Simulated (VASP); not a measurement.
Write the native input for VASP 6.6.1 that does the following.

| Quantity | Value |
| --- | --- |
| Task | single point |
| Functional | HF |
| Potentials or basis | VASP PAW PBE potentials, release 64 (B, As) |
| Cutoff | 520 eV |
| k mesh | 6 × 6 × 6 |
| Occupations | gaussian, width 0.01 eV |
| Spin | no spin polarisation |
| Dipole correction | no |
| Grid for exact exchange (PRECFOCK) | Normal |
| Further INCAR settings | ALGO = Normal; EDIFF = 1e-06; NBANDS = 11 |
| Share of exact exchange | 1 |

The system is BAs.

```
B As
1.0
     0.00000    2.39187    2.39187
     2.39187    0.00000    2.39187
     2.39187    2.39187    0.00000
B As
1 1
Direct
  0.00000 0.00000 0.00000
  0.25000 0.25000 0.25000
```

The input as run:

POSCAR

```
BAs
1.0
    0.0000000000      2.3918698983      2.3918698983
    2.3918698983      0.0000000000      2.3918698983
    2.3918698983      2.3918698983      0.0000000000
B As
1 1
Direct
    0.0000000000      0.0000000000      0.0000000000
    0.2500000000      0.2500000000      0.2500000000
```

INCAR.step1

```
SYSTEM = BAs
PREC = Accurate ; ENCUT = 520
EDIFF = 1E-5 ; ISMEAR = 0
SIGMA = 0.01 ; LREAL = .FALSE.
LASPH = .TRUE. ; NELM = 80
ALGO = Normal ; ISIF = 2
LWAVE = .TRUE. ; NBANDS = 11
GGA = PE
```

INCAR.step2

```
SYSTEM = BAs
PREC = Accurate ; ENCUT = 520
EDIFF = 1E-6 ; ISMEAR = 0
SIGMA = 0.01 ; LREAL = .FALSE.
LASPH = .TRUE. ; NELM = 80
ALGO = Normal ; ISIF = 2
LWAVE = .FALSE. ; LCHARG = .TRUE.
GGA = PE ; LHFCALC = .TRUE.
AEXX = 1.0 ; ALDAC = 0.0
AGGAC = 0.0 ; PRECFOCK = Normal
LELF = .TRUE. ; LVHAR = .TRUE.
NBANDS = 11 ; ISTART = 1
```

KPOINTS

```
Automatic mesh
0
G
  6 6 6
  0 0 0
```

Potentials or basis: VASP PAW PBE potentials, release 64 (B, As).

Launch:

```sh
$ cat potpaw_PBE.64/B/POTCAR potpaw_PBE.64/As/POTCAR > POTCAR
$ cp INCAR.step1 INCAR
$ mpirun -np 1 vasp_std > vasp.out
$ cp INCAR.step2 INCAR
$ mpirun -np 1 vasp_std > vasp.out
```

Results of the run:

```yaml
Pressure: 1.5 GPa
Band_gap_on_the_k_mesh: 7.60 eV (least direct gap 10.16 eV)
```

Caveat: the PAW data sets were made with another functional, which shifts forces and pressure a little.

Wall time 8.8 min on 1 thread of AMD EPYC 9R45 96-Core Processor (Zen 5), with other jobs on the host, peak memory 0.14 GiB.
